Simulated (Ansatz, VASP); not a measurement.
# One calculation of BN, two programs

The input POSCAR:

```
BN
1.0
    0.0000000000      1.7707142487      1.7707142487
    1.7707142487      0.0000000000      1.7707142487
    1.7707142487      1.7707142487      0.0000000000
B N
1 1
Direct
    0.0000000000      0.0000000000      0.0000000000
    0.2500000000      0.2500000000      0.2500000000
```

File INCAR.step1:

```
SYSTEM = BN
  PREC = Accurate
  ENCUT = 520
  ISMEAR = 0
  SIGMA = 0.01
  LREAL = .False.
  LASPH = .True.
  NELM = 100
  NBANDS = 11
  GGA = PE
  ALGO = Normal
  EDIFF = 1E-4
  LWAVE = .True.
  LCHARG = .False.
```

The input INCAR.step2:

```
SYSTEM = BN
  PREC = Accurate
  ENCUT = 520
  EDIFF = 1E-6
  ISMEAR = 0
  SIGMA = 0.01
  LREAL = .False.
  LASPH = .True.
  NELM = 100
  ALGO = Normal
  ISIF = 2
  LWAVE = .False.
  LCHARG = .False.
  METAGGA = R2SCAN
  LMIXTAU = .True.
  NBANDS = 11
  ISTART = 1
```

The input KPOINTS:

```
regular mesh
0
Gamma
  12 12 12
  0 0 0
```

Input for Ansatz:

```yaml
crystal:
  lattice:
    - [0.0, 1.7707142487, 1.7707142487]
    - [1.7707142487, 0.0, 1.7707142487]
    - [1.7707142487, 1.7707142487, 0.0]
  atoms:
    - { symbol: B, position: [0.0, 0.0, 0.0] }
    - { symbol: "N", position: [0.25, 0.25, 0.25] }
kpoints:
  mp_grid: { grid: [12, 12, 12] }
  band_path:
    path:
      - [0.0, 0.0, 0.0]
      - [-0.5, -0.5, 0.0]
      - [-0.375, -0.375, 0.25]
      - [-0.375, 0.0, 0.375]
      - [0.0, 0.0, 0.5]
      - [-0.5, -0.25, 0.25]
    npoints: 1
hamiltonian:
  xc: r2scan
scf:
  occupations: { method: fixed }
  n_extra_bands: 4
output:
  forces: true
  stress: true
  eigenvalues: true
  write_density: true
  write_potential: true
  elf: true
  volumetric_format: npy
```

Change from the starting cell: hydrostatic strain -1.9%.

Alike in both runs: task single point; functional r2SCAN; k mesh 12 × 12 × 12; no spin polarisation.

```csv
,VASP,Ansatz
version,VASP 6.6.1,Ansatz 0.2.0
potentials or method,"VASP PAW PBE potentials, release 64 (B, N)","plane waves, PAW"
plane-wave cutoff (eV),520,500
occupations,"gaussian, width 0.01 eV",fixed
valence electrons in the cell,8,8
```

|  | VASP | Ansatz | Ansatz less VASP |
| --- | --- | --- | --- |
| gap on the k mesh at the Fermi level (eV) | 5.05 | 5.07 | +0.026 |
| pressure (GPa) | 26.3 | 24.9 | -1.34 |

VASP's potentials were made for PBE, not for r2SCAN.
